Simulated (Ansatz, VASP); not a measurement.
One calculation of Ge, two programs

File INCAR:

```
PREC = Accurate
ENCUT = 520
EDIFF = 1E-6
ISMEAR = 0
SIGMA = 0.15
LREAL = F
LASPH = T
NELM = 100
ALGO = Normal
ISIF = 2
LWAVE = F
LCHARG = F
GGA = PS
NBANDS = 36
```

File KPOINTS:

```
Automatic mesh
0
Gamma
  14 14 14
```

File POSCAR:

```
Ge
1.0
    0.0000000000      2.8511133370      4.9366879316
    2.6120665644      0.0000000000      4.9366879316
    2.6120665644      2.8511133370      0.0000000000
Ge
4
Direct
    0.7763173170      0.7763173170      0.2236826830
    0.2236826830      0.2236826830      0.7763173170
    0.2727382667      0.7272617333      0.2727382667
    0.7272617333      0.2727382667      0.7272617333
```

Input for Ansatz:

```yaml
crystal:
  lattice:
    - [0.0, 2.851113337, 4.9366879316]
    - [2.6120665644, 0.0, 4.9366879316]
    - [2.6120665644, 2.851113337, 0.0]
  atoms:
    - { symbol: Ge, position: [0.776317317, 0.776317317, 0.223682683] }
    - { symbol: Ge, position: [0.223682683, 0.223682683, 0.776317317] }
    - { symbol: Ge, position: [0.2727382667, 0.7272617333, 0.2727382667] }
    - { symbol: Ge, position: [0.7272617333, 0.2727382667, 0.7272617333] }
basis:
  ecutwfc: 420
kpoints:
  mp_grid: { grid: [14, 14, 14] }
hamiltonian:
  xc: pbesol
scf:
  occupations: { method: gaussian, width: 0.15 }
output:
  forces: true
  stress: true
  eigenvalues: true
  write_density: true
  write_potential: true
  elf: true
  volumetric_format: npy
```

Alike in both runs: task single point; functional PBEsol; k mesh 14 × 14 × 14; occupations gaussian, width 0.15 eV; no spin polarisation.

```csv
,VASP,Ansatz
version,VASP 6.6.1,Ansatz 0.2.0
potentials or method,"VASP PAW PBE potentials, release 64 (Ge_d), cutoff 520 eV","scalar-relativistic, plane waves, PAW"
valence electrons in the cell,56,56
```

Ansatz gave:

```
gap on the k mesh at the Fermi level (eV)                     : none
pressure (GPa)                                                : 0.0
traceless stress, the component that is largest in VASP (GPa) : 0.24
rms of the force components (eV/Å)                            : 0.005
```

Task: What did VASP give for the same quantities?

Result: gap on the k mesh at the Fermi level (eV): none; pressure (GPa): -0.2; traceless stress, the component that is largest in VASP (GPa): 0.25; rms of the force components (eV/Å): 0.004.

VASP's potentials were made for PBE, not for PBEsol. Atom by atom the forces differ by 0.001 eV/Å (rms over components). A gap of «none» marks a metal or a gap that the smearing closes. The functional is the same, so the differences come from potentials, cutoffs and numerics.
